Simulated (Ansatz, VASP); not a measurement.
BaTiO3: VASP beside Ansatz

POSCAR

```
BaTiO3
1.0
    3.8528794582      0.0000000000      0.0000000000
    0.0000000000      3.8528794582      0.0000000000
    0.0000000000      0.0000000000      4.3707941629
Ba Ti O
1 1 3
Direct
    0.5000000000      0.5000000000      0.6008900113
    0.0000000000      0.0000000000      0.1179582154
    0.0000000000      0.5000000000      0.0559765015
    0.5000000000      0.0000000000      0.0559765015
    0.0000000000      0.0000000000      0.5291957603
```

The input INCAR.step1:

```
PREC = Accurate
ENCUT = 520
ISMEAR = 0
SIGMA = 0.01
LREAL = False
LASPH = True
NELM = 80
NBANDS = 28
GGA = PE
ALGO = Normal
EDIFF = 1E-4
LWAVE = True
LCHARG = False
```

File INCAR.step2:

```
PREC = Accurate
ENCUT = 520
EDIFF = 1E-7
ISMEAR = 0
SIGMA = 0.01
LREAL = False
LASPH = True
NELM = 80
ALGO = Normal
ISIF = 2
LWAVE = False
LCHARG = False
METAGGA = R2SCAN
LMIXTAU = True
NBANDS = 28
ISTART = 1
```

File KPOINTS:

```
regular mesh
0
Gamma
  6 6 6
```

Input for Ansatz:

```yaml
crystal:
  lattice:
    - [3.8528794582, 0.0, 0.0]
    - [0.0, 3.8528794582, 0.0]
    - [0.0, 0.0, 4.3707941629]
  atoms:
    - { symbol: Ba, position: [0.5, 0.5, 0.6008900113] }
    - { symbol: Ti, position: [0.0, 0.0, 0.1179582154] }
    - { symbol: O, position: [0.0, 0.5, 0.0559765015] }
    - { symbol: O, position: [0.5, 0.0, 0.0559765015] }
    - { symbol: O, position: [0.0, 0.0, 0.5291957603] }
kpoints:
  mp_grid: { grid: [6, 6, 6] }
  band_path:
    path:
      - [0.0, 0.0, 0.0]
      - [0.0, 0.5, 0.0]
      - [0.5, 0.5, 0.0]
      - [0.0, 0.0, 0.5]
      - [0.0, 0.5, 0.5]
      - [0.5, 0.5, 0.5]
      - [-0.5, -0.5, 0.473958]
    npoints: 1
hamiltonian:
  xc: r2scan
scf:
  occupations: { method: fixed }
  n_extra_bands: 5
output:
  forces: true
  stress: true
  eigenvalues: true
```

Change from the starting cell: epitaxial_xy strain -3.0%.

Alike in both runs: task single point; functional r2SCAN; k mesh 6 × 6 × 6; no spin polarisation.

|  | VASP | Ansatz |
| --- | --- | --- |
| version | VASP 6.6.1 | Ansatz 0.2.0 |
| potentials or method | VASP PAW PBE potentials, release 64 (Ba_sv, Ti_sv, O) | plane waves, PAW |
| plane-wave cutoff (eV) | 520 | 500 |
| occupations | gaussian, width 0.01 eV | fixed |
| valence electrons in the cell | 40 | 40 |

Ansatz gave:

- gap on the k mesh at the Fermi level (eV): 2.31
- pressure (GPa): 5.3
- traceless stress, the component that is largest in VASP (GPa): -5.26
- rms of the force components (eV/Å): 0.001

Question: What did VASP give for the same quantities?

Answer: gap on the k mesh at the Fermi level (eV): 2.31; pressure (GPa): 7.3; traceless stress, the component that is largest in VASP (GPa): -5.32; rms of the force components (eV/Å): 0.063.

VASP's potentials were made for PBE, not for r2SCAN. Atom by atom the forces differ by 0.063 eV/Å (rms over components).

Neither program's run includes spin-orbit coupling.
